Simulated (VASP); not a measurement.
Set up this calculation in VASP 6.6.1, as the native input.

```
Task                   : single point
Functional             : r2SCAN
Potentials or basis    : VASP PAW PBE potentials, release 64 (Cu, I)
Cutoff                 : 520 eV
k mesh                 : 8 × 8 × 8
Occupations            : gaussian, width 0.05 eV
Spin                   : no spin polarisation
Dipole correction      : no
Further INCAR settings : ALGO = Normal; EDIFF = 1e-06; NBANDS = 16
```

CuI:

```
Cu I
1.0
     0.00000    2.70090    3.81907
     2.70090    0.00000    3.81907
     2.70090    2.70090    0.00000
Cu I
1 1
Direct
  0.75000 0.75000 0.75000
  0.00000 0.00000 0.00000
```

This cell differs from its parent crystal: ratio of the length along z to the lengths across it x 1.414, volume and fractional coordinates fixed.

The input as run:

POSCAR

```
CuI
1.0
    0.0000000000      2.7008954262      3.8190661327
    2.7008954262      0.0000000000      3.8190661327
    2.7008954262      2.7008954262      0.0000000000
Cu I
1 1
Direct
    0.7500000000      0.7500000000      0.7500000000
    0.0000000000      0.0000000000      0.0000000000
```

INCAR.step1

```
  ALGO = Normal
  EDIFF = 1E-4
  ENCUT = 520
  GGA = PE
  ISMEAR = 0
  LASPH = T
  LCHARG = F
  LREAL = F
  LWAVE = T
  NBANDS = 16
  NELM = 60
  PREC = Accurate
  SIGMA = 0.05
```

INCAR.step2

```
  ALGO = Normal
  EDIFF = 1E-6
  ENCUT = 520
  ISIF = 2
  ISMEAR = 0
  ISTART = 1
  LASPH = T
  LCHARG = T
  LELF = T
  LMIXTAU = T
  LREAL = F
  LVHAR = T
  LWAVE = F
  METAGGA = R2SCAN
  NBANDS = 16
  NELM = 60
  PREC = Accurate
  SIGMA = 0.05
```

KPOINTS

```
k-points
0
Gamma
  8 8 8
```

Potentials or basis: VASP PAW PBE potentials, release 64 (Cu, I).

The run is started by

```console
$ cat potpaw_PBE.64/Cu/POTCAR potpaw_PBE.64/I/POTCAR > POTCAR
$ cp INCAR.step1 INCAR
$ mpirun -np 1 vasp_std > vasp.out
$ cp INCAR.step2 INCAR
$ mpirun -np 1 vasp_std > vasp.out
```

It gave:

```yaml
Pressure: -1.2 GPa
Band_gap_on_the_k_mesh: 0.99 eV, direct
```

Caveat: the PAW data sets were made with another functional, which shifts forces and pressure a little; spin-orbit coupling is left out, which moves the levels of the heavy elements.

Run time: 96 s on 1 thread of Intel(R) Xeon(R) Platinum 8559C (Emerald Rapids), with other jobs on the host, peak memory 0.22 GiB.
